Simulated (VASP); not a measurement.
# V (Fd-3m) in VASP: single point with PBE

Aim: the single point of V with PBE.

Program: VASP 6.6.1. These are calculated values, not measurements. Logs are shortened: lines on timing, memory, paths and dates and some standing lists are left out, and cuts for length are marked.

## (1) The cell of the first run

Symmetry: Fd-3m, No. 227, cubic system. Conventional cell: a = 5.307 Å, b = 5.307 Å, c = 5.307 Å, α = 90.00°, β = 90.00°, γ = 90.00°. V (site symmetry -43m) has 4 V at 2.30 Å within 3.0 Å.

This isn't the form of V at room conditions, which is bcc.

## (2) Single point, PBE (18.68 Å³/atom)

File INCAR:

```
PREC     = Accurate       # precision mode
ENCUT    = 520            # plane-wave cutoff, eV
EDIFF    = 1E-6           # SCF threshold, eV
ISMEAR   = -1             # smearing method
SIGMA    = 0.08           # smearing width, eV
LREAL    = F              # projectors in reciprocal space
LASPH    = T              # aspherical terms in the spheres
NELM     = 80             # most SCF steps
ALGO     = Normal         # electronic algorithm
ISIF     = 2              # what is computed and relaxed
LWAVE    = F              # write WAVECAR
LCHARG   = F              # write CHGCAR
GGA      = PE             # functional
NBANDS   = 20             # bands
```

File KPOINTS:

```
Automatic mesh
0
Gamma
  14 14 14
```

File POSCAR:

```
V
1.0
    0.0000000000      2.6533235747      2.6533235747
    2.6533235747      0.0000000000      2.6533235747
    2.6533235747      2.6533235747      0.0000000000
V
2
Direct
   -0.1250000000     -0.1250000000     -0.1250000000
    0.1250000000      0.1250000000      0.1250000000
```

Potentials or basis: VASP PAW PBE potentials, release 64 (V_sv).

Launch:

```sh
cat potpaw_PBE.64/V_sv/POTCAR > POTCAR
mpirun -np 1 vasp_std > vasp.out
```

OUTCAR:

```text
PREC = Accurate
   ENCUT = 520
   EDIFF = 1E-6
   ISMEAR = -1
   LREAL = F
   LASPH = T
   NELM = 80
   ISIF = 2
   GGA = PE

 ion  position               nearest neighbor table
   1  0.875  0.875  0.875-   2 2.30   2 2.30   2 2.30   2 2.30
   2  0.125  0.125  0.125-   1 2.30   1 2.30   1 2.30   1 2.30

  LATTYP: Found a face centered cubic cell.
 ALAT       =     5.3066471494

  Lattice vectors:

 A1 = (   0.0000000000,   2.6533235747,   2.6533235747)
 A2 = (   2.6533235747,   0.0000000000,   2.6533235747)
 A3 = (   2.6533235747,   2.6533235747,   0.0000000000)

Analysis of symmetry for initial positions (statically):
=====================================================================
 Subroutine PRICEL returns:
 Original cell was already a primitive cell.

 Routine SETGRP: Setting up the symmetry group for a
 face centered cubic supercell.

 Subroutine GETGRP returns: Found 48 space group operations
 (whereof 12 operations were pure point group operations)
 out of a pool of 48 trial point group operations.

The static configuration has the point symmetry D_3d.
 The point group associated with its full space group is O_h .

Analysis of symmetry for dynamics (positions and initial velocities):
=====================================================================
 Subroutine PRICEL returns:
 Original cell was already a primitive cell.

 Routine SETGRP: Setting up the symmetry group for a
 face centered cubic supercell.

 Subroutine GETGRP returns: Found 48 space group operations
 (whereof 12 operations were pure point group operations)
 out of a pool of 48 trial point group operations.

The dynamic configuration has the point symmetry D_3d.
 The point group associated with its full space group is O_h .

 Subroutine INISYM returns: Found 48 space group operations
 (whereof 12 operations are pure point group operations),
 and found     1 'primitive' translations

----------------------------------------------------------------------------------------

                                     Primitive cell

  volume of cell :      37.3595

  direct lattice vectors                    reciprocal lattice vectors
     0.000000000  2.653323575  2.653323575    -0.188442904  0.188442904  0.188442904
     2.653323575  0.000000000  2.653323575     0.188442904 -0.188442904  0.188442904
     2.653323575  2.653323575  0.000000000     0.188442904  0.188442904 -0.188442904

[... 78 lines left out ...]
   LNONCOLLINEAR =      F non collinear calculations
   LSORBIT =      F    spin-orbit coupling
   LASPH  =      T    aspherical Exc in radial PAW
   ENCUT  =  520.0 eV  38.22 Ry    6.18 a.u.   6.98  6.98  6.98*2*pi/ulx,y,z
   NELM   =     80;   NELMIN=  2; NELMDL= -5     # of ELM steps
   EDIFF  = 0.1E-05   stopping-criterion for ELM
   LREAL  =      F    real-space projection
   EDIFFG = 0.1E-04   stopping-criterion for IOM
   NSW    =      0    number of steps for IOM
   IBRION =     -1    ionic relax: 0-MD 1-quasi-New 2-CG
   NFREE  =      0    steps in history (QN), initial steepest desc. (CG)
   ISIF   =      2    stress and relaxation
   ISYM   =      2    0-nonsym 1-usesym 2-fastsym
   POTIM  = 0.5000    time-step for ionic-motion
   TEBEG  =    0.0;   TEEND  =   0.0 temperature during run
   PSTRESS=    0.0 pullay stress
   NELECT =      26.0000    total number of electrons
   NUPDOWN=      -1.0000    fix difference up-down
   EMIN   =  10.00;   EMAX   =-10.00  energy-range for DOS
   EFERMI =   0.00;   METHOD = LEGACY
   ISMEAR =    -1;   SIGMA  =   0.08  broadening in eV -4-tet -1-fermi 0-gaus
   EFERMI_NEDOS =   21; number of points for ismear=-14 and -15
   IALGO  =     38    algorithm
   IMIX   =      4    mixing-type and parameters
     AMIX     =   0.40;   BMIX     =  1.00
     AMIX_MAG =   1.60;   BMIX_MAG =  1.00
  volume/ion in A,a.u.               =      18.68       126.06
  Fermi-wavevector in a.u.,A,eV,Ry     =   1.450772  2.741561 28.636705  2.104738
  Thomas-Fermi vector in A             =   2.568345
   LORBIT       =      0    0 simple, 1 ext, 2 COOP (PROOUT), +10 PAW based schemes
   GGA     = PE    functional components
   LHFCALC =     F    Hartree Fock is set to
   AEXX    =    0.0000 exact exchange contribution
   IVDW    =     0    specifies the selected vdW correction
   LEPSILON=     F    determine dielectric tensor
   LRPA    =     F    only Hartree local field effects (RPA)
 non-spin polarized calculation
  energy-cutoff  :      520.00
  volume of cell :       37.36
 maximum number of plane-waves:      1020
   NGX = 13   NGY = 13   NGZ = 13

 number of electron      26.0000013 magnetization

 Free energy of the ion-electron system (eV)
  ---------------------------------------------------
  ext. energy  EPLUGINS =         0.00000000
  ---------------------------------------------------
  free energy    TOTEN  =       -13.24582500 eV

  energy without entropy =      -13.13830156  energy(sigma->0) =      -13.19206328

 E-fermi :   6.1812     XC(G=0): -10.8579

 val. band max:        6.1764832788   @ k =  -0.2857   0.0714   0.0000
 cond. band min:       6.1955697407   @ k =   0.5000   0.1429   0.0000
 fundamental gap:      0.0190864619
 Fermi energy:         6.1811915237

 k-point     1 :       0.0000    0.0000    0.0000
  band No.  band energies     occupation
      1     -57.5109      2.00000
      2     -56.9017      2.00000
      3     -31.5646      2.00000
      4     -31.5646      2.00000
      5     -31.5646      2.00000
      6     -30.7288      2.00000
[... 541 lines left out ...]
     19      10.0522      0.00000
     20      14.0383      0.00000

 [... further k-points ...]

------------------------ aborting loop because EDIFF is reached ----------------------------------------

  FORCE on cell =-STRESS in cart. coord.  units (eV):
  Direction    XX          YY          ZZ          XY          YZ          ZX
  --------------------------------------------------------------------------------------
  -------------------------------------------------------------------------------------
  Total        0.1012796      0.1012796      0.1012796      0.0000000      0.0000000      0.0000000
  in kB        4.3434206      4.3434206      4.3434206      0.0000000      0.0000000      0.0000000
  external PRESSURE =       4.3434206 kB  Pullay stress =       0.0000000 kB

 VOLUME and BASIS-vectors are now :
 -----------------------------------------------------------------------------
  energy-cutoff  :      520.00
  volume of cell :       37.36
      direct lattice vectors                 reciprocal lattice vectors
     0.000000000  2.653323575  2.653323575    -0.188442904  0.188442904  0.188442904
     2.653323575  0.000000000  2.653323575     0.188442904 -0.188442904  0.188442904
     2.653323575  2.653323575  0.000000000     0.188442904  0.188442904 -0.188442904

 POSITION                                       TOTAL-FORCE (eV/Angst)
 -----------------------------------------------------------------------------------
      4.64332      4.64332      4.64332         0.000000     -0.000000      0.000000
      0.66333      0.66333      0.66333        -0.000000      0.000000     -0.000000
 -----------------------------------------------------------------------------------
    total drift:                                0.000000     -0.000000     -0.000000

  FREE ENERGIE OF THE ION-ELECTRON SYSTEM (eV)
  ---------------------------------------------------
  free  energy   TOTEN  =       -13.2458250044 eV

  energy  without entropy=      -13.1383015608  energy(sigma->0) =      -13.19206328
```

stdout:

```text
POSCAR found type information on POSCAR V
 POSCAR found :  1 types and       2 ions
 scaLAPACK will be used
 LDA part: xc-table for (Slater+PW92), standard interpolation
 POSCAR, INCAR and KPOINTS ok, starting setup
 FFT: planning ... GRIDC
 FFT: planning ... GRID_SOFT
 FFT: planning ... GRID
 WAVECAR not read
 entering main loop
```

Run time: 86 s. Hardware: 1 thread of Intel Xeon 8259CL, shared host; peak memory 0.19 GiB.

Results:

```yaml
Free_energy: -13.2458 eV
Pressure: 0.4 GPa
Band_gap_on_the_k_mesh: zero (bands 13 and 14 overlap by 0.94 eV)
```
